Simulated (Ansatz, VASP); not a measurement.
One calculation of Ge, two programs

File INCAR:

```
PREC = Accurate
ENCUT = 500
EDIFF = 1E-6
ISMEAR = -1
SIGMA = 0.06122561905347299
LREAL = F
LASPH = T
NELM = 120
ALGO = Normal
ISIF = 2
LWAVE = F
LCHARG = F
GGA = PE
NBANDS = 21
GGA_COMPAT = F
```

KPOINTS

```
regular mesh
0
Gamma
  8 8 8
```

File POSCAR:

```
Ge
1.0
    0.0000000000      2.8519183145      2.8519183145
    2.8519183145      0.0000000000      2.8519183145
    2.8519183145      2.8519183145      0.0000000000
Ge
2
Direct
    0.0000000000      0.0000000000      0.0000000000
    0.2500000000      0.2500000000      0.2500000000
```

Input for Ansatz:

```yaml
crystal:
  atoms:
  - position: [0.0, 0.0, 0.0]
    symbol: Ge
  - position: [0.25, 0.25, 0.25]
    symbol: Ge
  lattice:
  - [0.0, 2.851918314539181, 2.851918314539181]
  - [2.851918314539181, 0.0, 2.851918314539181]
  - [2.851918314539181, 2.851918314539181, 0.0]
hamiltonian:
  dispersion: none
  pseudopotentials:
    kind: all_electron
    lapw: {}
    relativity: scalar
  xc: pbe
kpoints:
  mp_grid:
    grid: [8, 8, 8]
    shift: [0, 0, 0]
magnetization: {spin_polarized: false}
output: {forces: true, stress: true}
scf:
  occupations: {method: fermi_dirac, width: 0.06122561905347299}
```

Alike in both runs: task single point; functional PBE; k mesh 8 × 8 × 8; occupations fermi-dirac, width 0.0612256 eV; no spin polarisation.

|  | VASP | Ansatz |
| --- | --- | --- |
| version | VASP 6.6.1 | Ansatz 0.2 development build |
| potentials or method | VASP PAW PBE potentials, release 64 (Ge_d), cutoff 500 eV | all-electron full-potential LAPW, scalar-relativistic |

```csv
,VASP,Ansatz,Ansatz less VASP
pressure (GPa),1.8,1.9,+0.14
```

Ansatz ran all-electron here, and VASP with PAW potentials.
